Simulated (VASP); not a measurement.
Crystal: SrTe.

```
CELL_PARAMETERS angstrom
0.00000 3.35276 3.35276
3.35276 0.00000 3.35276
3.35276 3.35276 0.00000
ATOMIC_POSITIONS crystal
Sr 0.00000 0.00000 0.00000
Te 0.50000 0.50000 0.50000
```

Base run:

```yaml
Program: VASP 6.6.1
Functional: PBE
Potentials_or_basis: VASP PAW PBE potentials, release 64 (Sr_sv, Te)
Cutoff: 500 eV
k_mesh: 6 × 6 × 6
Occupations: gaussian, width 0.01 eV
Spin: no spin polarisation
```

Its results: band gap on the k mesh 1.75 eV (least direct gap 2.47 eV); pressure 0.3 GPa.

Task: The run is repeated on the same cell with these changes: functional from PBE to r2SCAN; cutoff from 500 eV to 550 eV. What comes out?

Result: Band gap on the k mesh 2.14 eV (least direct gap 2.89 eV); pressure 0.1 GPa.

Caveats: spin-orbit coupling is left out, which moves the levels of the heavy elements; the PAW data sets were made with another functional, which shifts forces and pressure a little (at least some runs).

A k mesh can miss the band edges.
